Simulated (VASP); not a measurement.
# PbSe (a.eA) (Fm-3m) in VASP: a series of runs, part 2 of 2

VASP 6.6.1. The steps go on from the part before.

**3. Single point, PBEsol**

Contents of INCAR:

```
PREC = Accurate ; ENCUT = 500
EDIFF = 1E-6 ; ISMEAR = 0
SIGMA = 0.01 ; LREAL = False
LASPH = True ; NELM = 120
ALGO = Normal ; ISIF = 2
LWAVE = False ; LCHARG = False
GGA = PS ; NBANDS = 28
GGA_COMPAT = False
```

Contents of KPOINTS:

```
Automatic mesh
0
Gamma
  8 8 6
```

Contents of POSCAR:

```
PbSe
1.0
    4.3154641135      0.0000000000      0.0000000000
    0.0000000000      4.3154641135      0.0000000000
    0.0000000000      0.0000000000      6.1029878785
Pb Se
2 2
Direct
    0.0000000000      0.0000000000      0.0000000000
    0.5000000000      0.5000000000      0.5000000000
    0.5000000000      0.5000000000      0.0000000000
    0.0000000000      1.0000000000      0.5000000000
```

Potentials or basis: VASP PAW PBE potentials, release 64 (Pb_d, Se).

Started as:

```sh
> cat potpaw_PBE.64/Pb_d/POTCAR potpaw_PBE.64/Se/POTCAR > POTCAR
> mpirun -np 1 vasp_std > vasp.out
```

OUTCAR:

```text
PREC = Accurate
   ENCUT = 500
   EDIFF = 1E-6
   ISMEAR = 0
   LREAL = False
   LASPH = True
   NELM = 120
   ISIF = 2
   GGA = PS

 ion  position               nearest neighbor table
   1  0.000  0.000  0.000-   3 3.05   3 3.05   3 3.05   3 3.05   4 3.05   4 3.05
   2  0.500  0.500  0.500-   4 3.05   4 3.05   4 3.05   4 3.05   3 3.05   3 3.05
   3  0.500  0.500  0.000-   1 3.05   1 3.05   1 3.05   1 3.05   2 3.05   2 3.05
   4  0.000  0.000  0.500-   2 3.05   2 3.05   2 3.05   2 3.05   1 3.05   1 3.05

  LATTYP: Found a simple tetragonal cell.
 ALAT       =     4.3154641135
 C/A-ratio  =     1.4142135627

  Lattice vectors:

 A1 = (   4.3154641135,   0.0000000000,   0.0000000000)
 A2 = (   0.0000000000,   4.3154641135,   0.0000000000)
 A3 = (   0.0000000000,   0.0000000000,   6.1029878785)

Analysis of symmetry for initial positions (statically):
=====================================================================
 Subroutine PRICEL returns following result:

  LATTYP: Found a face centered cubic cell.
 ALAT       =     6.1029878779

[... 182 lines left out ...]
  ext. energy  EPLUGINS =         0.00000000
  ---------------------------------------------------
  free energy    TOTEN  =       -17.83347030 eV

  energy without entropy =      -17.83347030  energy(sigma->0) =      -17.83347030

 E-fermi :   5.0789     XC(G=0):  -9.7603

 val. band max:        5.0302523394   @ k =   0.5000   0.0000   0.5000
 cond. band min:       5.2020129013   @ k =   0.5000   0.0000   0.5000
 fundamental gap:      0.1717605619
 Fermi energy:         5.0788804580

 k-point     1 :       0.0000    0.0000    0.0000
  band No.  band energies     occupation
      1     -11.8761      2.00000
      2     -11.7580      2.00000
      3     -11.7386      2.00000
      4     -11.7386      2.00000
      5     -11.7385      2.00000
      6     -11.7375      2.00000
[... 733 lines left out ...]
     27      11.5805      0.00000
     28      11.5805      0.00000

 [... further k-points ...]
[... 5 lines left out ...]
  --------------------------------------------------------------------------------------
  -------------------------------------------------------------------------------------
  Total       -0.0076122     -0.0076122      0.0093058      0.0000000      0.0000000      0.0000000
  in kB       -0.1073060     -0.1073060      0.1311800      0.0000000      0.0000000      0.0000000
  external PRESSURE =      -0.0278106 kB  Pullay stress =       0.0000000 kB

 VOLUME and BASIS-vectors are now :
 -----------------------------------------------------------------------------
  energy-cutoff  :      500.00
  volume of cell :      113.66
      direct lattice vectors                 reciprocal lattice vectors
     4.315464114  0.000000000  0.000000000     0.231724786  0.000000000  0.000000000
     0.000000000  4.315464114  0.000000000     0.000000000  0.231724786  0.000000000
     0.000000000  0.000000000  6.102987878     0.000000000  0.000000000  0.163854168

 POSITION                                       TOTAL-FORCE (eV/Angst)
 -----------------------------------------------------------------------------------
      0.00000      0.00000      0.00000         0.000000     -0.000000      0.000000
      2.15773      2.15773      3.05149        -0.000000      0.000000     -0.000000
      2.15773      2.15773      0.00000         0.000000     -0.000000      0.000000
      0.00000      0.00000      3.05149         0.000000     -0.000000      0.000000
 -----------------------------------------------------------------------------------
    total drift:                                0.000000      0.000000     -0.000000

  FREE ENERGIE OF THE ION-ELECTRON SYSTEM (eV)
  ---------------------------------------------------
  free  energy   TOTEN  =       -17.8334703035 eV

  energy  without entropy=      -17.8334703035  energy(sigma->0) =      -17.83347030
```

stdout:

```text
POSCAR found type information on POSCAR PbSe
 POSCAR found :  2 types and       4 ions
 scaLAPACK will be used
 -----------------------------------------------------------------------------
|                                                                             |
|                                                                             |
|     You enforced a specific xc type in the INCAR file but a different       |
|     I HOPE YOU KNOW WHAT YOU ARE DOING!                                     |
|                                                                             |
 -----------------------------------------------------------------------------

 LDA part: xc-table for (Slater+PW92), standard interpolation
 POSCAR, INCAR and KPOINTS ok, starting setup
 FFT: planning ... GRIDC
 FFT: planning ... GRID_SOFT
 FFT: planning ... GRID
 WAVECAR not read
 entering main loop
```

Run time: 2.7 min. Hardware: 1 thread of Intel Xeon 8259CL, shared host; peak memory 0.31 GiB.

What came out:

```
Free energy            : -17.8335 eV
Pressure               : 0.0 GPa
Band gap on the k mesh : 0.17 eV
```

Caveat: the PAW data sets were made with another functional, which shifts forces and pressure a little; spin-orbit coupling is left out, which moves the levels of the heavy elements. A k mesh can miss the band edges.

**4. Single point, PBEsol**

Contents of INCAR:

```
SYSTEM = PbSe
ALGO = Normal
EDIFF = 1E-6
ENCUT = 500
GGA = PS
GGA_COMPAT = .False.
ISIF = 2
ISMEAR = 0
LASPH = .True.
LCHARG = .False.
LREAL = .False.
LWAVE = .False.
NBANDS = 28
NELM = 120
PREC = Accurate
SIGMA = 0.01
```

Contents of KPOINTS:

```
k-points
0
Gamma
  8 8 6
  0 0 0
```

POSCAR is that of step 3.

Potentials or basis: VASP PAW PBE potentials, release 64 (Pb_d, Se).

Started as:

```sh
> cat potpaw_PBE.64/Pb_d/POTCAR potpaw_PBE.64/Se/POTCAR > POTCAR
> mpirun -np 1 vasp_std > vasp.out
```

OUTCAR:

```text
SYSTEM = PbSe
   EDIFF = 1E-6
   ENCUT = 500
   GGA = PS
   ISIF = 2
   ISMEAR = 0
   LASPH = .True.
   LREAL = .False.
   NELM = 120
   PREC = Accurate

 ion  position               nearest neighbor table
   1  0.000  0.000  0.000-   3 3.05   3 3.05   3 3.05   3 3.05   4 3.05   4 3.05
   2  0.500  0.500  0.500-   4 3.05   4 3.05   4 3.05   4 3.05   3 3.05   3 3.05
   3  0.500  0.500  0.000-   1 3.05   1 3.05   1 3.05   1 3.05   2 3.05   2 3.05
   4  0.000  0.000  0.500-   2 3.05   2 3.05   2 3.05   2 3.05   1 3.05   1 3.05

[... 955 lines left out ...]

 [... further k-points ...]
[... 5 lines left out ...]
  --------------------------------------------------------------------------------------
  -------------------------------------------------------------------------------------
  Total       -0.0076122     -0.0076122      0.0093058      0.0000000      0.0000000      0.0000000
  in kB       -0.1073060     -0.1073060      0.1311800      0.0000000      0.0000000      0.0000000
  external PRESSURE =      -0.0278106 kB  Pullay stress =       0.0000000 kB

 VOLUME and BASIS-vectors are now :
 -----------------------------------------------------------------------------
  energy-cutoff  :      500.00
  volume of cell :      113.66
      direct lattice vectors                 reciprocal lattice vectors
     4.315464114  0.000000000  0.000000000     0.231724786  0.000000000  0.000000000
     0.000000000  4.315464114  0.000000000     0.000000000  0.231724786  0.000000000
     0.000000000  0.000000000  6.102987878     0.000000000  0.000000000  0.163854168

 POSITION                                       TOTAL-FORCE (eV/Angst)
 -----------------------------------------------------------------------------------
      0.00000      0.00000      0.00000         0.000000     -0.000000      0.000000
      2.15773      2.15773      3.05149        -0.000000      0.000000     -0.000000
      2.15773      2.15773      0.00000         0.000000     -0.000000      0.000000
      0.00000      0.00000      3.05149         0.000000     -0.000000      0.000000
 -----------------------------------------------------------------------------------
    total drift:                                0.000000      0.000000     -0.000000

  FREE ENERGIE OF THE ION-ELECTRON SYSTEM (eV)
  ---------------------------------------------------
  free  energy   TOTEN  =       -17.8334703035 eV

  energy  without entropy=      -17.8334703035  energy(sigma->0) =      -17.83347030
```

OSZICAR:

```text
N       E                     dE             d eps       ncg     rms          rms(c)
DAV:   1     0.402919073099E+03    0.40292E+03   -0.18042E+04  3360   0.144E+03
DAV:   2     0.251171080189E+02   -0.37780E+03   -0.36706E+03  3400   0.391E+02
DAV:   3    -0.164708070888E+02   -0.41588E+02   -0.40705E+02  4328   0.148E+02
DAV:   4    -0.182872244144E+02   -0.18164E+01   -0.18097E+01  3912   0.322E+01
DAV:   5    -0.183546960529E+02   -0.67472E-01   -0.67465E-01  4500   0.660E+00    0.377E+00
DAV:   6    -0.178440592774E+02    0.51064E+00   -0.10874E+00  4640   0.703E+00    0.207E+00
DAV:   7    -0.178331984022E+02    0.10861E-01   -0.26256E-01  4136   0.211E+00    0.116E+00
DAV:   8    -0.178358876648E+02   -0.26893E-02   -0.38753E-02  4480   0.175E+00    0.348E-01
DAV:   9    -0.178333319624E+02    0.25557E-02   -0.93840E-03  4628   0.846E-01    0.642E-02
DAV:  10    -0.178334720578E+02   -0.14010E-03   -0.78661E-04  4052   0.129E-01    0.259E-02
DAV:  11    -0.178334699046E+02    0.21532E-05   -0.55091E-05  4568   0.641E-02    0.447E-03
DAV:  12    -0.178334703035E+02   -0.39892E-06   -0.45087E-06  3020   0.166E-02
   1 F= -.17833470E+02 E0= -.17833470E+02  d E =-.315805E-14
```

Wall time 3 min (1 thread of Intel Xeon 8259CL, shared host); peak memory 0.31 GiB.

What came out:

```
Free energy            : -17.8335 eV
Pressure               : 0.0 GPa
Band gap on the k mesh : 0.17 eV
```

Levels at points of the mesh, in eV from the valence-band top:
```tsv
k point	band 17	band 18	band 19	band 20	band 21	band 22	band 23	band 24
(0.00, 0.00, 0.00)	-3.31	-1.92	-1.92	-1.92	3.54	4.69	4.69	4.69
(0.50, 0.00, 0.00)	-1.65	-1.65	-0.80	-0.80	1.32	1.32	2.12	2.12
(0.50, 0.50, 0.00)	-3.31	-3.31	-3.31	-3.31	3.54	3.54	5.61	5.61
(0.00, 0.00, 0.50)	-2.67	-2.67	-1.68	-1.68	2.36	2.36	4.40	4.40
(0.50, 0.00, 0.50)	-1.50	-1.50	0.00	0.00	0.17	0.17	1.62	1.62
(0.50, 0.50, 0.50)	-4.34	-4.34	-0.81	-0.81	1.82	1.82	4.89	4.89
```

Caveat: the PAW data sets were made with another functional, which shifts forces and pressure a little; spin-orbit coupling is left out, which moves the levels of the heavy elements. A k mesh can miss the band edges.
